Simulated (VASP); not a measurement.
A run of VASP 6.6.1 is set up as follows.

Contents of POSCAR:

```
NiOsO2
1.0
    2.3778688500      4.1185865700      0.0000000000
   -2.3778688500      4.1185865700      0.0000000000
   -2.3778688500      1.3728591900      4.0864409500
O Os Ni
4 2 2
Direct
    0.5000000000      0.5000000000      0.0000000000
    0.0000000000      0.5000000000      0.0000000000
    0.5000000000      0.0000000000      0.0000000000
    0.5000000000      0.0000000000      0.5000000000
    0.1230000000      0.7540000000      0.3690000000
    0.8770000000      0.2460000000      0.6310000000
    0.3810000000      0.2380000000      0.1430000000
    0.6190000000      0.7620000000      0.8570000000
```

Contents of INCAR.step1:

```
PREC = Accurate
ENCUT = 520
ISMEAR = -5
SIGMA = 0.0163
LREAL = False
LASPH = True
NELM = 150
ISPIN = 2
MAGMOM = 0 0 0 0 -1 -1 -0.21 -0.21
LMAXMIX = 4
LDAU = True
LDAUTYPE = 2
LDAUL = -1 2 2
LDAUU = 0 1.21 1.23
LDAUJ = 0 0 0
GGA = PE
ALGO = Normal
EDIFF = 1E-4
LWAVE = True
LCHARG = False
```

The input INCAR.step2:

```
PREC = Accurate
ENCUT = 520
EDIFF = 1E-7
ISMEAR = -1
SIGMA = 0.0163
LREAL = False
LASPH = True
NELM = 150
ALGO = Normal
ISIF = 2
LWAVE = False
LCHARG = False
ISPIN = 2
MAGMOM = 0 0 0 0 -1 -1 -0.21 -0.21
LORBIT = 10
LMAXMIX = 4
LDAU = True
LDAUTYPE = 2
LDAUL = -1 2 2
LDAUU = 0 1.21 1.23
LDAUJ = 0 0 0
LDAUPRINT = 1
METAGGA = R2SCAN
LMIXTAU = True
ISTART = 1
```

KPOINTS

```
Automatic mesh
0
Gamma
  5 5 5
```

Potentials or basis: VASP PAW PBE potentials, release 64 (O, Os, Ni).

The run is started by

```sh
$ cat potpaw_PBE.64/O/POTCAR potpaw_PBE.64/Os/POTCAR potpaw_PBE.64/Ni/POTCAR > POTCAR
$ cp INCAR.step1 INCAR
$ mpirun -np 1 vasp_std > vasp.out
$ cp INCAR.step2 INCAR
$ mpirun -np 1 vasp_std > vasp.out
```

**Question.** What does it give for the site moments?

**Answer.** O -0.10, -0.14 (each value once); Os -3.09; Ni -0.17 μB.

**Question.** Predict the largest force.

**Answer.** 0.481 eV/Å.

**Question.** What does it give for the net moment?

**Answer.** -6.78 μB per cell.

Forces on the atoms (eV/Å):
```
O    0.000  0.000  0.000
O    0.000  0.000  0.000
O    0.000  0.000  0.000
O    0.000  0.000  0.000
Os   0.000  0.000  0.062
Os   0.000  0.000 -0.062
Ni   0.000  0.000 -0.481
Ni   0.000  0.000  0.481
```

Caveat: the PAW data sets were made with another functional, which shifts forces and pressure a little. The state reached can hang on the start; a lower one may exist.
